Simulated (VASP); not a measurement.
The system is Ni.

```
CELL_PARAMETERS angstrom
0.00000 1.75860 1.75860
1.75860 0.00000 1.75860
1.75860 1.75860 0.00000
ATOMIC_POSITIONS crystal
Ni 0.00000 0.00000 0.00000
```

Program: VASP 6.6.1. Alike in all runs: task single point; level PBE; potentials or basis VASP PAW PBE potentials, release 64 (Ni); spin collinear, ferromagnetic start; cell as given; k mesh 15 × 15 × 15; cutoff (eV) 520; smearing fermi-dirac 0.05 eV.

Order these runs on this cell by their pressure, lowest first.
A. fixed moment (μB) 1.45
B. fixed moment (μB) 0.97
C. fixed moment (μB) 1.94
D. fixed moment (μB) 0.48
E. fixed moment (μB) 1.7

D (-0.3 GPa), B (3.1 GPa), A (11.0 GPa), E (16.8 GPa), C (24.4 GPa).

Caveats: the total moment is fixed, so each spin has its own Fermi level.
